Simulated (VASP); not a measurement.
# Sn (P6_3/mmc) in VASP: a series of runs

Aim: see how the results for Sn move with the level of theory and the settings. Levels: PBE, r2SCAN. Tasks: single point.

Everything below comes from runs of VASP 6.6.1. Logs are shortened: lines on timing, memory, paths and dates and some standing lists are left out, and cuts for length are marked.

**1. The cell of the first run**

Symmetry: P6_3/mmc, No. 194, hexagonal system. The conventional cell has a = 4.756 Å, b = 4.756 Å, c = 7.750 Å, α = 90.00°, β = 90.00°, γ = 120.00°. Within 3.8 Å of Sn (site symmetry 3m) lie 4 Sn at 2.91 to 2.92 Å.

**2. Single point, PBE (volume changed by +3%)**

INCAR

```
PREC = Accurate ; ENCUT = 520
EDIFF = 1E-6 ; ISMEAR = -1
SIGMA = 0.02 ; LREAL = False
LASPH = True ; NELM = 80
ALGO = Normal ; ISIF = 2
LWAVE = False ; LCHARG = False
GGA = PE ; NBANDS = 36
```

KPOINTS

```
Automatic mesh
0
Gamma
  6 6 4
```

POSCAR

```
Sn
1.0
    4.7556819798      0.0000000000      0.0000000000
   -2.3778409899      4.1185414068      0.0000000000
    0.0000000000      0.0000000000      7.7503213140
Sn
4
Direct
    0.3333333333      0.6666666667     -0.0008172485
    0.6666666667      0.3333333333      0.4991827515
    0.3333333333      0.6666666667      0.3758172485
    0.6666666667      0.3333333333      0.8758172485
```

Potentials or basis: VASP PAW PBE potentials, release 64 (Sn_d).

Command:

```bash
$ cat potpaw_PBE.64/Sn_d/POTCAR > POTCAR
$ mpirun -np 1 vasp_std > vasp.out
```

OUTCAR:

```text
PREC = Accurate
   ENCUT = 520
   EDIFF = 1E-6
   ISMEAR = -1
   LREAL = False
   LASPH = True
   NELM = 80
   ISIF = 2
   GGA = PE

 ion  position               nearest neighbor table
   1  0.333  0.667  0.999-   4 2.91   4 2.91   4 2.91   3 2.92
   2  0.667  0.333  0.499-   3 2.91   3 2.91   3 2.91   4 2.92
   3  0.333  0.667  0.376-   2 2.91   2 2.91   2 2.91   1 2.92
   4  0.667  0.333  0.876-   1 2.91   1 2.91   1 2.91   2 2.92

  LATTYP: Found a hexagonal cell.
 ALAT       =     4.7556819798
 C/A-ratio  =     1.6296971385

  Lattice vectors:

 A1 = (   4.7556819798,   0.0000000000,   0.0000000000)
 A2 = (  -2.3778409899,   4.1185414068,   0.0000000000)
 A3 = (   0.0000000000,   0.0000000000,   7.7503213140)

Analysis of symmetry for initial positions (statically):
=====================================================================
 Subroutine PRICEL returns:
 Original cell was already a primitive cell.

 Routine SETGRP: Setting up the symmetry group for a
 hexagonal supercell.

 Subroutine GETGRP returns: Found 24 space group operations
 (whereof  6 operations were pure point group operations)
 out of a pool of 24 trial point group operations.

The static configuration has the point symmetry C_3v.
 The point group associated with its full space group is D_6h.

Analysis of symmetry for dynamics (positions and initial velocities):
=====================================================================
 Subroutine PRICEL returns:
 Original cell was already a primitive cell.

 Routine SETGRP: Setting up the symmetry group for a
 hexagonal supercell.

 Subroutine GETGRP returns: Found 24 space group operations
 (whereof  6 operations were pure point group operations)
 out of a pool of 24 trial point group operations.

The dynamic configuration has the point symmetry C_3v.
 The point group associated with its full space group is D_6h.

 Subroutine INISYM returns: Found 24 space group operations
 (whereof  6 operations are pure point group operations),
 and found     1 'primitive' translations

----------------------------------------------------------------------------------------

                                     Primitive cell

  volume of cell :     151.8015

  direct lattice vectors                    reciprocal lattice vectors
     4.755681980  0.000000000  0.000000000     0.210274784  0.121402203  0.000000000
    -2.377840990  4.118541407  0.000000000     0.000000000  0.242804406  0.000000000
     0.000000000  0.000000000  7.750321314     0.000000000  0.000000000  0.129026909

  length of vectors
     4.755681980  4.755681980  7.750321314     0.242804406  0.242804406  0.129026909

  position of ions in fractional coordinates (direct lattice)
     0.333333333  0.666666667  0.999182752
     0.666666667  0.333333333  0.499182752
     0.333333333  0.666666667  0.375817248
     0.666666667  0.333333333  0.875817248

  ion indices of the primitive-cell ions
   primitive index   ion index
                 1           1
                 2           2
                 3           3
                 4           4

----------------------------------------------------------------------------------------

 KPOINTS: Automatic mesh

Automatic generation of k-mesh.
 Grid dimensions read from file:
 generate k-points for:    6    6    4

 Generating k-lattice:

  Cartesian coordinates                     Fractional coordinates (reciprocal lattice)
     0.035045797  0.020233701  0.000000000     0.166666667 -0.000000000  0.000000000
     0.000000000  0.040467401  0.000000000     0.000000000  0.166666667  0.000000000
     0.000000000  0.000000000  0.032256727     0.000000000  0.000000000  0.250000000

  Length of vectors
     0.040467401  0.040467401  0.032256727

  Shift w.r.t. Gamma in fractional coordinates (k-lattice)
     0.000000000  0.000000000  0.000000000

 Subroutine IBZKPT returns following result:
 ===========================================

 Found     21 irreducible k-points:

 Following reciprocal coordinates:
            Coordinates               Weight
  0.000000  0.000000  0.000000      1.000000
  0.166667  0.000000  0.000000      6.000000
  0.333333 -0.000000  0.000000      6.000000
  0.500000 -0.000000  0.000000      3.000000
  0.166667  0.166667  0.000000      6.000000
  0.333333  0.166667  0.000000     12.000000
[... 13 lines left out ...]
  0.333333  0.166667  0.500000     12.000000
  0.333333  0.333333  0.500000      2.000000
   k-points           NKPTS =     21   k-points in BZ     NKDIM =     21   number of bands    NBANDS=     36
   number of dos      NEDOS =    301   number of ions     NIONS =      4
   total plane-waves  NPLWV =  77760
   dimension x,y,z NGX =    36 NGY =   36 NGZ =   60
   dimension x,y,z NGXF=    72 NGYF=   72 NGZF=  120
   ions per type =               4
   NGX,Y,Z   is equivalent  to a cutoff of  12.58, 12.58, 12.87 a.u.
   NGXF,Y,Z  is equivalent  to a cutoff of  25.17, 25.17, 25.74 a.u.
 SYSTEM =  unknown system
   PREC   = accura    normal or accurate (medium, high low for compatibility)
   ISTART =      0    job   : 0-new  1-cont  2-samecut
   ICHARG =      2    charge: 1-file 2-atom 10-const
   ISPIN  =      1    spin polarized calculation?
   LNONCOLLINEAR =      F non collinear calculations
   LSORBIT =      F    spin-orbit coupling
   LASPH  =      T    aspherical Exc in radial PAW
   ENCUT  =  520.0 eV  38.22 Ry    6.18 a.u.   8.84  8.84 14.41*2*pi/ulx,y,z
   NELM   =     80;   NELMIN=  2; NELMDL= -5     # of ELM steps
   EDIFF  = 0.1E-05   stopping-criterion for ELM
   LREAL  =      F    real-space projection
   EDIFFG = 0.1E-04   stopping-criterion for IOM
   NSW    =      0    number of steps for IOM
   IBRION =     -1    ionic relax: 0-MD 1-quasi-New 2-CG
   NFREE  =      0    steps in history (QN), initial steepest desc. (CG)
   ISIF   =      2    stress and relaxation
   ISYM   =      2    0-nonsym 1-usesym 2-fastsym
   POTIM  = 0.5000    time-step for ionic-motion
   TEBEG  =    0.0;   TEEND  =   0.0 temperature during run
   PSTRESS=    0.0 pullay stress
   NELECT =      56.0000    total number of electrons
   NUPDOWN=      -1.0000    fix difference up-down
   EMIN   =  10.00;   EMAX   =-10.00  energy-range for DOS
   EFERMI =   0.00;   METHOD = LEGACY
   ISMEAR =    -1;   SIGMA  =   0.02  broadening in eV -4-tet -1-fermi 0-gaus
   EFERMI_NEDOS =   21; number of points for ismear=-14 and -15
   IALGO  =     38    algorithm
   IMIX   =      4    mixing-type and parameters
     AMIX     =   0.40;   BMIX     =  1.00
     AMIX_MAG =   1.60;   BMIX_MAG =  1.00
  volume/ion in A,a.u.               =      37.95       256.10
  Fermi-wavevector in a.u.,A,eV,Ry     =   1.174119  2.218764 18.756392  1.378556
  Thomas-Fermi vector in A             =   2.310521
   LORBIT       =      0    0 simple, 1 ext, 2 COOP (PROOUT), +10 PAW based schemes
   GGA     = PE    functional components
   LHFCALC =     F    Hartree Fock is set to
   AEXX    =    0.0000 exact exchange contribution
   IVDW    =     0    specifies the selected vdW correction
   LEPSILON=     F    determine dielectric tensor
   LRPA    =     F    only Hartree local field effects (RPA)
 non-spin polarized calculation
  energy-cutoff  :      520.00
  volume of cell :      151.80
 maximum number of plane-waves:      4121
 NGX is ok and might be reduce to    36
   NGX = 17   NGY = 17   NGZ = 29

 number of electron      56.0000003 magnetization

 Free energy of the ion-electron system (eV)
  ---------------------------------------------------
  ext. energy  EPLUGINS =         0.00000000
  ---------------------------------------------------
  free energy    TOTEN  =       -15.28649716 eV

  energy without entropy =      -15.28586049  energy(sigma->0) =      -15.28617882

 E-fermi :   4.5147     XC(G=0):  -8.4134

 val. band max:        4.4926222818   @ k =   0.0000   0.0000   0.2500
 cond. band min:       4.6646638982   @ k =   0.0000   0.0000   0.0000
 fundamental gap:      0.1720416164
 Fermi energy:         4.5147191123

 k-point     1 :       0.0000    0.0000    0.0000
  band No.  band energies     occupation
      1     -16.9467      2.00000
      2     -16.9467      2.00000
      3     -16.9140      2.00000
      4     -16.9069      2.00000
      5     -16.9069      2.00000
      6     -16.8880      2.00000
[... 28 lines left out ...]
     35       8.2711      0.00000
     36       9.4455      0.00000

 k-point     2 :       0.1667    0.0000    0.0000
  band No.  band energies     occupation
      1     -16.9618      2.00000
      2     -16.9524      2.00000
      3     -16.9260      2.00000
      4     -16.9166      2.00000
      5     -16.9056      2.00000
      6     -16.8712      2.00000
[... 28 lines left out ...]
     35       9.0574      0.00000
     36       9.6209      0.00000

 k-point     3 :       0.3333   -0.0000    0.0000
  band No.  band energies     occupation
      1     -16.9713      2.00000
      2     -16.9591      2.00000
      3     -16.9448      2.00000
      4     -16.9294      2.00000
      5     -16.8942      2.00000
      6     -16.8565      2.00000
[... 28 lines left out ...]
     35       9.9311      0.00000
     36      10.3731      0.00000
[... 625 lines left out ...]
 k-point    20 :       0.3333    0.1667    0.5000
  band No.  band energies     occupation
      1     -16.9596      2.00000
      2     -16.9596      2.00000
      3     -16.9456      2.00000
      4     -16.9456      2.00000
      5     -16.8714      2.00000
      6     -16.8714      2.00000
[... 28 lines left out ...]
     35       9.8226      0.00000
     36       9.8226      0.00000

 k-point    21 :       0.3333    0.3333    0.5000
  band No.  band energies     occupation
      1     -16.9686      2.00000
      2     -16.9686      2.00000
      3     -16.9460      2.00000
      4     -16.9460      2.00000
      5     -16.8636      2.00000
      6     -16.8636      2.00000
[... 28 lines left out ...]
     35       9.4133      0.00000
     36       9.4133      0.00000

------------------------ aborting loop because EDIFF is reached ----------------------------------------

  FORCE on cell =-STRESS in cart. coord.  units (eV):
  Direction    XX          YY          ZZ          XY          YZ          ZX
  --------------------------------------------------------------------------------------
  -------------------------------------------------------------------------------------
  Total       -1.0009933     -1.0009933     -0.9869436      0.0000000      0.0000000      0.0000000
  in kB      -10.5649101    -10.5649101    -10.4166239      0.0000000      0.0000000      0.0000000
  external PRESSURE =     -10.5154813 kB  Pullay stress =       0.0000000 kB

 VOLUME and BASIS-vectors are now :
 -----------------------------------------------------------------------------
  energy-cutoff  :      520.00
  volume of cell :      151.80
      direct lattice vectors                 reciprocal lattice vectors
     4.755681980  0.000000000  0.000000000     0.210274784  0.121402203  0.000000000
    -2.377840990  4.118541407  0.000000000     0.000000000  0.242804406  0.000000000
     0.000000000  0.000000000  7.750321314     0.000000000  0.000000000  0.129026909

 POSITION                                       TOTAL-FORCE (eV/Angst)
 -----------------------------------------------------------------------------------
     -0.00000      2.74569      7.74399         0.000000     -0.000000     -0.008545
      2.37784      1.37285      3.86883        -0.000000      0.000000     -0.008545
     -0.00000      2.74569      2.91270         0.000000      0.000000      0.008545
      2.37784      1.37285      6.78787        -0.000000      0.000000      0.008545
 -----------------------------------------------------------------------------------
    total drift:                               -0.000000      0.000000      0.000000

  FREE ENERGIE OF THE ION-ELECTRON SYSTEM (eV)
  ---------------------------------------------------
  free  energy   TOTEN  =       -15.2864971609 eV

  energy  without entropy=      -15.2858604878  energy(sigma->0) =      -15.28617882
```

It took 65 s on 1 thread of Intel Xeon Platinum 8488C (Sapphire Rapids), shared host; peak memory 0.29 GiB.

Results:

| Item | Value |
| --- | --- |
| Free energy | -15.2865 eV |
| Pressure | -1.1 GPa |
| Largest force | 0.009 eV/Å |
| Band gap on the k mesh | zero (band 28 reaches 4.66 eV, above the bottom of band 29 at 4.49 eV) |

Forces on the atoms (eV/Å):
```
Sn   0.000  0.000 -0.009
Sn   0.000  0.000 -0.009
Sn   0.000  0.000  0.009
Sn   0.000  0.000  0.009
```

Caveat: spin-orbit coupling is left out, which moves the levels of the heavy elements.

**3. Single point, PBE (volume changed by +6%)**

INCAR

```
PREC = Accurate
ENCUT = 520
EDIFF = 1E-7
ISMEAR = -1
SIGMA = 0.02
LREAL = F
LASPH = T
NELM = 80
ALGO = Normal
ISIF = 2
LWAVE = F
LCHARG = T
GGA = PE
LELF = T
LVHAR = T
NBANDS = 36
```

KPOINTS is that of step 2.

POSCAR

```
Sn
1.0
    4.8014124965      0.0000000000      0.0000000000
   -2.4007062483      4.1581451960      0.0000000000
    0.0000000000      0.0000000000      7.8248482062
Sn
4
Direct
    0.3333333333      0.6666666667     -0.0008172485
    0.6666666667      0.3333333333      0.4991827515
    0.3333333333      0.6666666667      0.3758172485
    0.6666666667      0.3333333333      0.8758172485
```

Potentials or basis: VASP PAW PBE potentials, release 64 (Sn_d).

Command:

```bash
$ cat potpaw_PBE.64/Sn_d/POTCAR > POTCAR
$ mpirun -np 1 vasp_std > vasp.out
```

Run time: 78 s. Hardware: 1 thread of Intel Xeon Platinum 8488C (Sapphire Rapids), shared host; peak memory 0.29 GiB.

Results (log left out):

| Quantity | Value |
| --- | --- |
| Free energy | -15.2469 eV |
| Pressure | -1.9 GPa |
| Largest force | 0.012 eV/Å |
| Band gap on the k mesh | zero (band 28 reaches 4.40 eV, above the bottom of band 29 at 4.24 eV) |

Forces on the atoms (eV/Å):
```
Sn   0.000  0.000 -0.012
Sn   0.000  0.000 -0.012
Sn   0.000  0.000  0.012
Sn   0.000  0.000  0.012
```

Levels at points of the mesh, in eV from the Fermi level:
```
           k point  band 26  band 27  band 28  band 29  band 30  band 31
(0.00, 0.00, 0.00)    -0.92    -0.38     0.14     0.23     0.23     2.05
(0.50, 0.00, 0.00)    -2.00    -1.65    -0.87     0.76     1.10     3.26
(0.00, 0.00, 0.50)    -0.46    -0.46    -0.46     0.19     0.19     2.87
(0.50, 0.00, 0.50)    -1.60    -1.53    -1.53     0.55     0.55     2.10
```

Caveat: spin-orbit coupling is left out, which moves the levels of the heavy elements.

[end of part 1 of 2]
